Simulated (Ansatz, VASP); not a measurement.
**One calculation of Cr, two programs**

File INCAR:

```
SYSTEM = Cr
  PREC = Accurate
  ENCUT = 520
  EDIFF = 1E-6
  ISMEAR = -1
  SIGMA = 0.1
  LREAL = .FALSE.
  LASPH = .TRUE.
  NELM = 100
  ALGO = Normal
  ISIF = 2
  LWAVE = .FALSE.
  LCHARG = .FALSE.
  GGA = PS
  NBANDS = 19
```

Contents of KPOINTS:

```
Automatic mesh
0
G
  17 17 9
  0 0 0
```

File POSCAR:

```
Cr
1.0
   -1.6882762234      1.6882475114      1.1634495881
    1.6882475114     -1.6882762234      1.1634495881
    2.7739484750      2.7739484750     -1.1635021742
Cr
2
Direct
    0.9999940899      0.0000059101      0.0000000000
    0.7500059101      0.2499940899      0.5000000000
```

Input for Ansatz:

```yaml
crystal:
  lattice:
    - [-1.6882762234, 1.6882475114, 1.1634495881]
    - [1.6882475114, -1.6882762234, 1.1634495881]
    - [2.773948475, 2.773948475, -1.1635021742]
  atoms:
    - { symbol: Cr, position: [0.9999940899, 5.9101e-06, 0.0] }
    - { symbol: Cr, position: [0.7500059101, 0.2499940899, 0.5] }
hamiltonian:
  xc: pbesol
  pseudopotentials:
    kind: paw
    azcp:
      Cr: "pseudopotentials/Cr.paw.azcp"
basis:
  ecutwfc: 420
  fft_grid_basis: typed
kpoints:
  mp_grid: { grid: [17, 17, 9], shift: [0, 0, 0] }
magnetization:
  spin_polarized: false
scf:
  occupations: { method: fermi_dirac, width: 0.1 }
  lower_state_search: "off"
output:
  stress: true
  write_density: true
  write_potential: true
  elf: true
  volumetric_format: npy
```

Alike in both runs: task single point; functional PBEsol; k mesh 17 × 17 × 9; occupations fermi-dirac, width 0.1 eV; no spin polarisation.

|  | VASP | Ansatz |
| --- | --- | --- |
| version | VASP 6.6.1 | Ansatz 0.2.0 |
| potentials or method | VASP PAW PBE potentials, release 64 (Cr_pv), cutoff 520 eV | plane waves (420 eV) with PAW, scalar-relativistic |
| valence electrons in the cell | 24 | 28 |

|  | VASP | Ansatz | Ansatz less VASP |
| --- | --- | --- | --- |
| pressure (GPa) | 11.4 | 11.8 | +0.47 |
| traceless stress, the component that is largest in VASP (GPa) | 0.18 | 0.26 | +0.079 |

VASP's potentials were made for PBE, not for PBEsol, and Ansatz warns of the same on its side. With one functional, cell and mesh, what is left measures potentials, basis and numerics. VASP's potentials hold 24 valence electrons a cell and Ansatz's 28, so a difference there can come from the potentials and not from the codes. Ansatz's warnings: near symmetry operations not taken.
